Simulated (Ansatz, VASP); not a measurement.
**Al3GaN4: VASP beside Ansatz**

POSCAR

```
Al3GaN4
1.0
    4.2251878009      0.0000000000      0.0000000000
    0.0000000000      4.2251878009      0.0000000000
    0.0000000000      0.0000000000      4.4012372926
Al Ga N
3 1 4
Direct
    0.5000000000      0.5000000000      0.0000000000
    0.5000000000      0.0000000000      0.5000000000
    0.0000000000      0.5000000000      0.5000000000
    0.0000000000      0.0000000000      0.0000000000
    0.7444581602      0.7444581602      0.2555418398
    0.7444581602      0.2555418398      0.7444581602
    0.2555418398      0.7444581602      0.7444581602
    0.2555418398      0.2555418398      0.2555418398
```

File INCAR.step1:

```
PREC = Accurate ; ENCUT = 520
ISMEAR = 0 ; SIGMA = 0.05
LREAL = F ; LASPH = T
NELM = 80 ; NBANDS = 31
GGA = PE ; ALGO = Normal
EDIFF = 1E-4 ; LWAVE = T
LCHARG = F
```

INCAR.step2

```
PREC = Accurate ; ENCUT = 520
EDIFF = 1E-7 ; ISMEAR = 0
SIGMA = 0.05 ; LREAL = F
LASPH = T ; NELM = 80
ALGO = Normal ; ISIF = 2
LWAVE = F ; LCHARG = F
METAGGA = R2SCAN ; LMIXTAU = T
NBANDS = 31 ; ISTART = 1
```

Contents of KPOINTS:

```
Automatic mesh
0
Gamma
  6 6 6
```

Input for Ansatz:

```yaml
crystal:
  lattice:
    - [4.2251878009, 0.0, 0.0]
    - [0.0, 4.2251878009, 0.0]
    - [0.0, 0.0, 4.4012372926]
  atoms:
    - { symbol: Al, position: [0.5, 0.5, 0.0] }
    - { symbol: Al, position: [0.5, 0.0, 0.5] }
    - { symbol: Al, position: [0.0, 0.5, 0.5] }
    - { symbol: Ga, position: [0.0, 0.0, 0.0] }
    - { symbol: "N", position: [0.7444581602, 0.7444581602, 0.2555418398] }
    - { symbol: "N", position: [0.7444581602, 0.2555418398, 0.7444581602] }
    - { symbol: "N", position: [0.2555418398, 0.7444581602, 0.7444581602] }
    - { symbol: "N", position: [0.2555418398, 0.2555418398, 0.2555418398] }
basis:
  ecutwfc: 500
kpoints:
  mp_grid: { grid: [6, 6, 6] }
hamiltonian:
  xc: r2scan
scf:
  occupations: { method: gaussian, width: 0.05 }
output:
  forces: true
  stress: true
  eigenvalues: true
```

Change from the starting cell: strain -0.040 along x and y, +0.000 along z, atoms carried along.

Alike in both runs: task single point; functional r2SCAN; k mesh 6 × 6 × 6; occupations gaussian, width 0.05 eV; no spin polarisation.

|  | VASP | Ansatz |
| --- | --- | --- |
| version | VASP 6.6.1 | Ansatz 0.2.0 |
| potentials or method | VASP PAW PBE potentials, release 64 (Al, Ga_d, N), cutoff 520 eV | scalar-relativistic, plane waves, PAW |
| valence electrons in the cell | 42 | 42 |

```csv
,VASP,Ansatz,Ansatz less VASP
gap on the k mesh at the Fermi level (eV),3.92,3.92,+0.008
least direct gap on the mesh (eV),3.94,3.95,+0.007
pressure (GPa),19.8,19.7,-0.14
"traceless stress, the component that is largest in VASP (GPa)",-4.14,-4.16,-0.020
rms of the force components (eV/Å),0.049,0.023,-0.0255
```

VASP's potentials were made for PBE, not for r2SCAN. Atom by atom the forces differ by 0.034 eV/Å (rms over components).
